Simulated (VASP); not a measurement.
Wanted: the native input for a VASP 6.6.1 run.

```yaml
Task: single point
Functional: LDA
Potentials_or_basis: VASP PAW LDA potentials, release 64 (C)
Cutoff: 520 eV
k_mesh: 14 × 14 × 14
Occupations: gaussian, width 0.05 eV
Spin: no spin polarisation
Dipole_correction: no
Further_INCAR_settings: ALGO = Normal; EDIFF = 1e-06; NBANDS = 11
```

The structure of C lies in POSCAR:

```
C
1.0
    0.0000000000      1.8877125000      3.3480000000
    1.0898500000      0.0000000000      3.3480000000
    1.0898500000      1.8877125000      0.0000000000
C
2
Direct
    0.1666700000      0.8333300000      0.1666700000
    0.8333300000      0.1666700000      0.8333300000
```

This cell differs from its parent crystal: strain -0.1125 x Voigt [1, 1, 0, 0, 0, 0].

One way to write it, as run:

INCAR

```
SYSTEM = C
ALGO = Normal
EDIFF = 1E-6
ENCUT = 520
ISIF = 2
ISMEAR = 0
LASPH = .True.
LCHARG = .True.
LELF = .True.
LREAL = .False.
LVHAR = .True.
LWAVE = .False.
NBANDS = 11
NELM = 60
PREC = Accurate
SIGMA = 0.05
```

KPOINTS

```
k-points
0
Gamma
  14 14 14
  0 0 0
```

Potentials or basis: VASP PAW LDA potentials, release 64 (C).

The run is started by

```console
$ cat potpaw_LDA.64/C/POTCAR > POTCAR
$ mpirun -np 1 vasp_std > vasp.out
```

It gave:

```
Pressure      : 161.2 GPa
Largest force : 0.020 eV/Å
```

Caveat: the cell differs from its parent crystal (strain -0.1125 x Voigt [1, 1, 0, 0, 0, 0]); the cell stands under pressure.

Run time: 110 s on 1 thread of Intel Xeon 8259CL (shared host), peak memory 0.16 GiB.
